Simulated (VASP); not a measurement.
Here is a VASP 6.6.1 calculation.

INCAR

```
  PREC = Accurate
  ENCUT = 520
  EDIFF = 1E-6
  ISMEAR = -1
  SIGMA = 0.03
  LREAL = False
  LASPH = True
  NELM = 60
  ALGO = Normal
  ISIF = 2
  LWAVE = False
  LCHARG = True
  GGA = PS
  LELF = True
  LVHAR = True
  NBANDS = 15
```

The input KPOINTS:

```
Automatic mesh
0
Gamma
  15 15 12
```

POSCAR

```
HfB2
1.0
    3.1400001005      0.0157000005      0.0157000005
   -1.5564034510      2.7114698546      0.0057465990
    0.0174000000      0.0174000000      3.4800000000
Hf B
1 2
Direct
    0.0000000000      0.0000000000      0.0000000000
    0.3333333333      0.6666666667      0.5000000000
    0.6666666667      0.3333333333      0.5000000000
```

Potentials or basis: VASP PAW PBE potentials, release 64 (Hf_pv, B).

Run with:

```console
$ cat potpaw_PBE.64/Hf_pv/POTCAR potpaw_PBE.64/B/POTCAR > POTCAR
$ mpirun -np 1 vasp_std > vasp.out
```

(1) What does it give for the largest force?

(2) Estimate the pressure.

(3) Estimate the band gap on the k mesh.

Results:

(1) 0.005 eV/Å.

(2) -4.4 GPa.

(3) zero (bands 8 and 9 overlap by 1.01 eV).

Caveat: the cell differs from its parent crystal (equal xy, yz and zx shear strains of +1 %); the cell stands under tension; the PAW data sets were made with another functional, which shifts forces and pressure a little; spin-orbit coupling is left out, which moves the levels of the heavy elements.
